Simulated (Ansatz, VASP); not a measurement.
## Two plane-wave programs on ZnO

```xyz
4
Lattice="3.2493 0.0000 0.0000 -1.6247 2.8140 0.0000 0.0000 0.0000 5.2057" Properties=species:S:1:pos:R:3 pbc="T T T"
Zn    1.6247    0.9380    0.0000
Zn    0.0000    1.8760    2.6029
O     0.0000    1.8760    4.5759
O     1.6247    0.9380    1.9730
```

Alike in both runs: functional revPBE; k mesh 5 × 5 × 3; occupations fermi-dirac, width 0.05 eV; no spin polarisation.

```csv
,VASP,Ansatz
version,VASP 6.6.1,Ansatz 0.2.0
potentials or method,"VASP PAW PBE potentials, release 64 (Zn, O_h)",Ansatz PAW
plane-wave cutoff (eV),1340,420
valence electrons in the cell,36,36
task,single point,band structure
```

VASP gave:

| Item | Value |
| --- | --- |
| gap on the k mesh at the Fermi level (eV) | 0.86 |
| least direct gap on the mesh (eV) | 0.86 |
| pressure (GPa) | 9.2 |
| traceless stress, the component that is largest in VASP (GPa) | 1.10 |
| rms of the force components (eV/Å) | 0.045 |

Problem. What did Ansatz give for the same quantities?

Solution. gap on the k mesh at the Fermi level (eV): 0.87; least direct gap on the mesh (eV): 0.87; pressure (GPa): 8.2; traceless stress, the component that is largest in VASP (GPa): 1.07; rms of the force components (eV/Å): 0.043.

VASP's potentials were made for PBE, not for revPBE. Atom by atom the forces differ by 0.002 eV/Å (rms over components).

The k mesh is coarse, so the values compare programs but aren't converged.
